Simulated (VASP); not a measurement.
# Nb (P6_3/mmc) in VASP: relaxation of cell and atoms with PBE

Aim: the relaxation of cell and atoms of Nb with PBE.

Program: VASP 6.6.1. These are calculated values, not measurements. Logs are shortened: lines on timing, memory, paths and dates and some standing lists are left out, and cuts for length are marked.

### 1 The cell of the first run

It takes space group P6_3/mmc (No. 194, hexagonal). The conventional cell has a = 2.848 Å, b = 2.848 Å, c = 5.314 Å, α = 90.00°, β = 90.00°, γ = 120.00°. Within 3.8 Å of Nb (site symmetry -6m2) lie 12 Nb at 2.85 to 3.12 Å.

This isn't the form of Nb at room conditions, which is bcc.

### 2 Relaxation of cell and atoms, PBE

Contents of INCAR:

```
PREC     = Accurate       # precision mode
ENCUT    = 600            # plane-wave cutoff, eV
EDIFF    = 1E-7           # SCF threshold, eV
ISMEAR   = 0              # smearing method
SIGMA    = 0.1            # smearing width, eV
LREAL    = False          # projectors in reciprocal space
LASPH    = True           # aspherical terms in the spheres
NELM     = 100            # most SCF steps
ALGO     = Fast           # electronic algorithm
ISIF     = 3              # what is computed and relaxed
LWAVE    = False          # write WAVECAR
LCHARG   = False          # write CHGCAR
GGA      = PE             # functional
IBRION   = 2              # ionic algorithm
NSW      = 100            # ionic steps
EDIFFG   = -0.01          # ionic threshold
```

Contents of KPOINTS:

```
regular mesh
0
Gamma
  24 24 10
```

Contents of POSCAR:

```
Nb
1.0
    2.8481571483      0.0000000000      0.0000000000
   -1.4240785741      2.4665764444      0.0000000000
    0.0000000000      0.0000000000      5.3139982771
Nb
2
Direct
    0.3333333333      0.6666666667      0.2500000000
    0.6666666667      0.3333333333      0.7500000000
```

Potentials or basis: VASP PAW PBE potentials, release 64 (Nb_sv).

Run with:

```sh
> cat potpaw_PBE.64/Nb_sv/POTCAR > POTCAR
> mpirun -np 1 vasp_std > vasp.out
```

OUTCAR:

```text
PREC = Accurate
   ENCUT = 600
   EDIFF = 1E-7
   ISMEAR = 0
   LREAL = False
   LASPH = True
   NELM = 100
   ISIF = 3
   GGA = PE
   IBRION = 2
   NSW = 100
   EDIFFG = -0.01

 ion  position               nearest neighbor table
   1  0.333  0.667  0.250-
   2  0.667  0.333  0.750-

  LATTYP: Found a hexagonal cell.
 ALAT       =     2.8481571483
 C/A-ratio  =     1.8657672314

  Lattice vectors:

 A1 = (   2.8481571483,   0.0000000000,   0.0000000000)
 A2 = (  -1.4240785741,   2.4665764444,   0.0000000000)
 A3 = (   0.0000000000,   0.0000000000,   5.3139982771)

Analysis of symmetry for initial positions (statically):
=====================================================================
 Subroutine PRICEL returns:
 Original cell was already a primitive cell.

 Routine SETGRP: Setting up the symmetry group for a
 hexagonal supercell.

 Subroutine GETGRP returns: Found 24 space group operations
 (whereof 12 operations were pure point group operations)
 out of a pool of 24 trial point group operations.

The static configuration has the point symmetry D_3d.
 The point group associated with its full space group is D_6h.

Analysis of symmetry for dynamics (positions and initial velocities):
=====================================================================
 Subroutine PRICEL returns:
 Original cell was already a primitive cell.

 Routine SETGRP: Setting up the symmetry group for a
 hexagonal supercell.

 Subroutine GETGRP returns: Found 24 space group operations
 (whereof 12 operations were pure point group operations)
 out of a pool of 24 trial point group operations.

The dynamic configuration has the point symmetry D_3d.
 The point group associated with its full space group is D_6h.

 Subroutine INISYM returns: Found 24 space group operations
 (whereof 12 operations are pure point group operations),
 and found     1 'primitive' translations

----------------------------------------------------------------------------------------

                                     Primitive cell

  volume of cell :      37.3319

  direct lattice vectors                    reciprocal lattice vectors
     2.848157148  0.000000000  0.000000000     0.351104222  0.202710117  0.000000000
    -1.424078574  2.466576444  0.000000000     0.000000000  0.405420234  0.000000000
     0.000000000  0.000000000  5.313998277     0.000000000  0.000000000  0.188182221

  length of vectors
     2.848157148  2.848157148  5.313998277     0.405420234  0.405420234  0.188182221

  position of ions in fractional coordinates (direct lattice)
     0.333333333  0.666666667  0.250000000
     0.666666667  0.333333333  0.750000000

  ion indices of the primitive-cell ions
   primitive index   ion index
                 1           1
                 2           2

----------------------------------------------------------------------------------------

 KPOINTS: regular mesh

Automatic generation of k-mesh.
 Grid dimensions read from file:
 generate k-points for:   24   24   10

 Generating k-lattice:

  Cartesian coordinates                     Fractional coordinates (reciprocal lattice)
     0.014629343  0.008446255  0.000000000     0.041666667  0.000000000  0.000000000
     0.000000000  0.016892510  0.000000000     0.000000000  0.041666667  0.000000000
     0.000000000  0.000000000  0.018818222     0.000000000  0.000000000  0.100000000

  Length of vectors
     0.016892510  0.016892510  0.018818222

  Shift w.r.t. Gamma in fractional coordinates (k-lattice)
     0.000000000  0.000000000  0.000000000

 Subroutine IBZKPT returns following result:
 ===========================================

 Found    366 irreducible k-points:

 Following reciprocal coordinates:
            Coordinates               Weight
  0.000000  0.000000  0.000000      1.000000
  0.041667  0.000000  0.000000      6.000000
  0.083333  0.000000  0.000000      6.000000
  0.125000  0.000000  0.000000      6.000000
  0.166667  0.000000  0.000000      6.000000
  0.208333  0.000000  0.000000      6.000000
[... 16 lines left out ...]
  0.416667  0.041667  0.000000     12.000000
  0.458333  0.041667  0.000000     12.000000
 [... further k-points ...]
   k-points           NKPTS =    366   k-points in BZ     NKDIM =    366   number of bands    NBANDS=     17
   number of dos      NEDOS =    301   number of ions     NIONS =      2
   total plane-waves  NPLWV =  24192
   dimension x,y,z NGX =    24 NGY =   24 NGZ =   42
   dimension x,y,z NGXF=    48 NGYF=   48 NGZF=   84
   ions per type =               2
   NGX,Y,Z   is equivalent  to a cutoff of  14.01, 14.01, 13.14 a.u.
   NGXF,Y,Z  is equivalent  to a cutoff of  28.02, 28.02, 26.28 a.u.
 SYSTEM =  unknown system
   PREC   = accura    normal or accurate (medium, high low for compatibility)
   ISTART =      0    job   : 0-new  1-cont  2-samecut
   ICHARG =      2    charge: 1-file 2-atom 10-const
   ISPIN  =      1    spin polarized calculation?
   LNONCOLLINEAR =      F non collinear calculations
   LSORBIT =      F    spin-orbit coupling
   LASPH  =      T    aspherical Exc in radial PAW
   ENCUT  =  600.0 eV  44.10 Ry    6.64 a.u.   5.69  5.69 10.61*2*pi/ulx,y,z
   NELM   =    100;   NELMIN=  2; NELMDL= -5     # of ELM steps
   EDIFF  = 0.1E-06   stopping-criterion for ELM
   LREAL  =      F    real-space projection
   EDIFFG = -.1E-01   stopping-criterion for IOM
   NSW    =    100    number of steps for IOM
   IBRION =      2    ionic relax: 0-MD 1-quasi-New 2-CG
   NFREE  =      1    steps in history (QN), initial steepest desc. (CG)
   ISIF   =      3    stress and relaxation
   ISYM   =      2    0-nonsym 1-usesym 2-fastsym
   POTIM  = 0.5000    time-step for ionic-motion
   TEBEG  =    0.0;   TEEND  =   0.0 temperature during run
   PSTRESS=    0.0 pullay stress
   NELECT =      26.0000    total number of electrons
   NUPDOWN=      -1.0000    fix difference up-down
   EMIN   =  10.00;   EMAX   =-10.00  energy-range for DOS
   EFERMI =   0.00;   METHOD = LEGACY
   ISMEAR =     0;   SIGMA  =   0.10  broadening in eV -4-tet -1-fermi 0-gaus
   EFERMI_NEDOS =   21; number of points for ismear=-14 and -15
   IALGO  =     68    algorithm
   IMIX   =      4    mixing-type and parameters
     AMIX     =   0.40;   BMIX     =  1.00
     AMIX_MAG =   1.60;   BMIX_MAG =  1.00
  volume/ion in A,a.u.               =      18.67       125.96
  Fermi-wavevector in a.u.,A,eV,Ry     =   1.451129  2.742236 28.650806  2.105775
  Thomas-Fermi vector in A             =   2.568662
   LORBIT       =      0    0 simple, 1 ext, 2 COOP (PROOUT), +10 PAW based schemes
   GGA     = PE    functional components
   LHFCALC =     F    Hartree Fock is set to
   AEXX    =    0.0000 exact exchange contribution
   IVDW    =     0    specifies the selected vdW correction
   LEPSILON=     F    determine dielectric tensor
   LRPA    =     F    only Hartree local field effects (RPA)
 conjugate gradient relaxation of ions
 non-spin polarized calculation
 RMM-DIIS sequential band-by-band and
 Gauss-broadening in eV      SIGMA  =   0.10
  energy-cutoff  :      600.00
  volume of cell :       37.33
 maximum number of plane-waves:      1266
 NGX is ok and might be reduce to    24
   NGX = 11   NGY = 11   NGZ = 21

--------------------------------------- Ionic step        1  -------------------------------------------

 number of electron      25.9999997 magnetization

 Free energy of the ion-electron system (eV)
  ---------------------------------------------------
  ext. energy  EPLUGINS =         0.00000000
  ---------------------------------------------------
  free energy    TOTEN  =       -19.84539861 eV

  energy without entropy =      -19.83048638  energy(sigma->0) =      -19.83794250

------------------------ aborting loop because EDIFF is reached ----------------------------------------

  FORCE on cell =-STRESS in cart. coord.  units (eV):
  Direction    XX          YY          ZZ          XY          YZ          ZX
  --------------------------------------------------------------------------------------
  -------------------------------------------------------------------------------------
  Total        0.2788988      0.2788988     -0.5666121      0.0000000      0.0000000     -0.0000000
  in kB       11.9695343     11.9695343    -24.3173657      0.0000000      0.0000000     -0.0000000
  external PRESSURE =      -0.1260991 kB  Pullay stress =       0.0000000 kB
[... 237 lines left out ...]
  energy  without entropy=      -19.8383960996  energy(sigma->0) =      -19.84498844

--------------------------------------- Ionic step        8  -------------------------------------------

 number of electron      25.9999999 magnetization

 Free energy of the ion-electron system (eV)
  ---------------------------------------------------
  ext. energy  EPLUGINS =         0.00000000
  ---------------------------------------------------
  free energy    TOTEN  =       -19.85169799 eV

  energy without entropy =      -19.83848178  energy(sigma->0) =      -19.84508988

 E-fermi :  11.0716     XC(G=0): -12.3098

 val. band max:       11.0706907404   @ k =   0.0833   0.0000   0.0000
 cond. band min:      11.0717702337   @ k =   0.3333   0.1250   0.2000
 fundamental gap:      0.0010794933
 Fermi energy:        11.0715589443

 k-point     1 :       0.0000    0.0000    0.0000
  band No.  band energies     occupation
      1     -43.6820      2.00000
      2     -43.5571      2.00000
      3     -20.1641      2.00000
      4     -19.2355      2.00000
      5     -19.0131      2.00000
      6     -19.0131      2.00000
[... 9 lines left out ...]
     16      11.8327      0.00000
     17      13.6263      0.00000
[... 443 lines left out ...]
      1     -43.4374      2.00000
      2     -43.3971      2.00000
      3     -20.3008      2.00000
      4     -20.1754      2.00000
      5     -19.6472      2.00000
      6     -19.3585      2.00000
[... 9 lines left out ...]
     16      15.4368      0.00000
     17      16.2806      0.00000

 [... further k-points ...]

------------------------ aborting loop because EDIFF is reached ----------------------------------------

  FORCE on cell =-STRESS in cart. coord.  units (eV):
  Direction    XX          YY          ZZ          XY          YZ          ZX
  --------------------------------------------------------------------------------------
  -------------------------------------------------------------------------------------
  Total       -0.0050204     -0.0050204      0.0123890     -0.0000000      0.0000000     -0.0000000
  in kB       -0.2158360     -0.2158360      0.5326267     -0.0000000      0.0000000     -0.0000000
  external PRESSURE =       0.0336516 kB  Pullay stress =       0.0000000 kB
[... 17 lines left out ...]
  FREE ENERGIE OF THE ION-ELECTRON SYSTEM (eV)
  ---------------------------------------------------
  free  energy   TOTEN  =       -19.8516979858 eV

  energy  without entropy=      -19.8384817774  energy(sigma->0) =      -19.84508988

 reached required accuracy - stopping structural energy minimisation
```

Run time: 24 min. Hardware: 1 thread of Intel Xeon Platinum 8488C (Sapphire Rapids), shared host; peak memory 0.38 GiB.

Results:

```
Free energy                           : -19.8517 eV
Relaxed volume                        : 18.63 Å³/atom
Relaxed cell                          : a = 2.868 Å, b = 2.868 Å, c = 5.232 Å, α = 90.00°, β = 90.00°, γ = 120.00°
Space group after relaxing (to 0.1 Å) : P6_3/mmc (No. 194)
Energy gained by relaxing             : 3.1 meV/atom
Ionic steps                           : 8
Pressure after relaxing               : 0.0 GPa
Band gap on the k mesh                : zero (bands 13 and 14 overlap by 2.89 eV)
```

Step by step:
```tsv
step	energy change (eV)	largest force (eV/Å)	pressure (GPa)	volume (Å³)
1	0.0000	0.0000	-0.01	37.33
2	-0.0062	0.0000	-0.24	37.32
3	-0.0063	0.0000	-0.22	37.32
4	-0.0062	0.0000	-0.23	37.32
5	-0.0063	0.0000	-0.22	37.32
6	-0.0063	0.0000	-0.22	37.32
7	-0.0062	0.0000	0.39	37.17
8	-0.0063	0.0000	0.00	37.27
```

Final structure:
```
Nb
1.0
     2.86788    0.00000    0.00000
    -1.43394    2.48366    0.00000
     0.00000    0.00000    5.23203
Nb
2
Direct
  0.33333 0.66667 0.25000
  0.66667 0.33333 0.75000
```

Levels at points of the mesh, in eV from the Fermi level:
| k point | band 10 | band 11 | band 12 | band 13 | band 14 | band 15 | band 16 | band 17 |
| --- | --- | --- | --- | --- | --- | --- | --- | --- |
| (0.00, 0.00, 0.00) | -3.90 | -0.97 | 0.32 | 0.32 | 0.44 | 0.76 | 0.76 | 2.55 |
| (0.50, 0.00, 0.00) | -3.30 | -3.25 | -0.52 | 0.25 | 0.37 | 0.72 | 4.44 | 5.46 |
| (0.00, 0.00, 0.50) | -4.64 | -1.24 | -1.24 | 0.38 | 0.38 | 0.38 | 0.38 | 3.65 |
| (0.50, 0.00, 0.50) | -3.80 | -2.38 | -2.38 | 2.06 | 2.06 | 2.19 | 2.19 | 4.94 |
